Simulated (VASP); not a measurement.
Here is a VASP 6.6.1 calculation.

Contents of INCAR:

```
SYSTEM = Y
  PREC = Accurate
  ENCUT = 500
  EDIFF = 1E-6
  ISMEAR = -1
  SIGMA = 0.1
  LREAL = .FALSE.
  LASPH = .TRUE.
  NELM = 120
  ALGO = Normal
  ISIF = 2
  LWAVE = .FALSE.
  LCHARG = .FALSE.
  GGA = PE
  NBANDS = 18
  GGA_COMPAT = .FALSE.
```

Contents of KPOINTS:

```
Automatic mesh
0
G
  6 6 6
  0 0 0
```

POSCAR

```
Y
1.0
    0.0000000000      3.5532207419      3.5532207419
    3.5532207419      0.0000000000      3.5532207419
    3.5532207419      3.5532207419      0.0000000000
Y
2
Direct
    1.0000000000      1.0000000000      1.0000000000
    0.2500000000      0.2500000000      0.2500000000
```

Potentials or basis: VASP PAW PBE potentials, release 64 (Y_sv).

Command:

```bash
$ cat potpaw_PBE.64/Y_sv/POTCAR > POTCAR
$ mpirun -np 1 vasp_std > vasp.out
```

(1) Estimate the pressure.

(2) Predict the band gap on the k mesh.

Results:

(1) 0.0 GPa.

(2) zero (bands 11 and 12 overlap by 0.51 eV).
